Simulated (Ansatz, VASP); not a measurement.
**Two plane-wave programs on CdTe**

```
CELL_PARAMETERS angstrom
0.00000 3.17956 3.22873
3.17956 0.00000 3.22873
3.17956 3.17956 0.00000
ATOMIC_POSITIONS crystal
Cd 0.00000 0.00000 0.00000
Te 0.75000 0.75000 0.75000
```

Change from the starting cell: strain -0.030 along x and y, -0.015 along z, atoms carried along.

Alike in both runs: task single point; functional r2SCAN; k mesh 8 × 8 × 8; occupations gaussian, width 0.05 eV; no spin polarisation.

```csv
,VASP,Ansatz
version,VASP 6.6.1,Ansatz 0.2.0
potentials or method,"VASP PAW PBE potentials, release 64 (Cd, Te), cutoff 520 eV","scalar-relativistic, plane waves, PAW"
valence electrons in the cell,18,36
```

```tsv
	VASP	Ansatz	Ansatz less VASP
gap on the k mesh at the Fermi level (eV)	1.39	1.40	+0.004
least direct gap on the mesh (eV)	1.39	1.40	+0.004
pressure (GPa)	3.9	3.7	-0.15
traceless stress, the component that is largest in VASP (GPa)	-0.15	-0.15	+0.001
```

VASP's potentials were made for PBE, not for r2SCAN. The functional is the same, so the differences come from potentials, cutoffs and numerics. VASP's potentials hold 18 valence electrons a cell and Ansatz's 36, so a difference there can come from the potentials and not from the codes.

Spin-orbit coupling is off throughout.
